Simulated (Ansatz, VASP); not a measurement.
**Two plane-wave programs on Ag**

The input INCAR:

```
PREC = Accurate
ENCUT = 520
EDIFF = 1E-7
ISMEAR = 0
SIGMA = 0.15
LREAL = False
LASPH = True
NELM = 100
ALGO = Fast
ISIF = 2
LWAVE = False
LCHARG = False
GGA = PS
NBANDS = 12
```

File KPOINTS:

```
Automatic mesh
0
Gamma
  22 22 22
```

POSCAR

```
Ag
1.0
   -1.7986143269      1.7986143269      1.4029191750
    1.7986143269     -1.7986143269      1.4029191750
    1.7986143269      1.7986143269     -1.4029191750
Ag
1
Direct
    0.0000000000      0.0000000000      0.0000000000
```

Input for Ansatz:

```yaml
crystal:
  lattice:
    - [-1.7986143269, 1.7986143269, 1.402919175]
    - [1.7986143269, -1.7986143269, 1.402919175]
    - [1.7986143269, 1.7986143269, -1.402919175]
  atoms:
    - { symbol: Ag, position: [0.0, 0.0, 0.0] }
basis:
  ecutwfc: 420
kpoints:
  mp_grid: { grid: [22, 22, 22] }
hamiltonian:
  xc: pbesol
scf:
  occupations: { method: gaussian, width: 0.15 }
output:
  forces: true
  stress: true
  eigenvalues: true
  write_density: true
  write_potential: true
  elf: true
  volumetric_format: npy
```

Alike in both runs: task single point; functional PBEsol; k mesh 22 × 22 × 22; occupations gaussian, width 0.15 eV; no spin polarisation.

|  | VASP | Ansatz |
| --- | --- | --- |
| version | VASP 6.6.1 | Ansatz 0.2.0 |
| potentials or method | VASP PAW PBE potentials, release 64 (Ag), cutoff 520 eV | scalar-relativistic, plane waves, PAW |
| valence electrons in the cell | 11 | 19 |

```tsv
	VASP	Ansatz	Ansatz less VASP
gap on the k mesh at the Fermi level (eV)	none	none	-
pressure (GPa)	-6.0	-5.9	+0.14
traceless stress, the component that is largest in VASP (GPa)	3.78	3.81	+0.020
```

VASP's potentials were made for PBE, not for PBEsol. A gap of «none» marks a metal or a gap that the smearing closes. VASP's potentials hold 11 valence electrons a cell and Ansatz's 19, so a difference there can come from the potentials and not from the codes.
